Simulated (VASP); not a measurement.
The system is KTaO3.

```
CELL_PARAMETERS angstrom
3.99013 0.00000 0.00000
0.00000 3.99013 0.00000
0.00000 0.00000 3.99013
ATOMIC_POSITIONS crystal
K 0.00000 0.00000 0.00000
Ta 0.50000 0.50000 0.50000
O 0.50000 0.50000 0.00000
O 0.50000 0.00000 0.50000
O 0.00000 0.50000 0.50000
```

Base run:

| Quantity | Value |
| --- | --- |
| Program | VASP 6.6.1 |
| Functional | r2SCAN |
| Potentials or basis | VASP PAW PBE potentials, release 64 (K_sv, Ta_pv, O) |
| Cutoff | 520 eV |
| k mesh | 6 × 6 × 6 |
| Occupations | gaussian, width 0.01 eV |
| Spin | no spin polarisation |

Its results: band gap on the k mesh 2.59 eV, indirect (least direct gap 3.25 eV); pressure 0.9 GPa.

The run is repeated on the same cell with these changes: functional from r2SCAN to PBE. What comes out?

Band gap on the k mesh 2.17 eV, indirect (least direct gap 2.79 eV); pressure 5.8 GPa.

r2SCAN gives the wider gap, since meta-GGAs in the generalised Kohn-Sham scheme recover part of the derivative discontinuity.

Caveats: spin-orbit coupling is left out, which moves the levels of the heavy elements; the PAW data sets were made with another functional, which shifts forces and pressure a little (some runs).

A k mesh can miss the band edges.
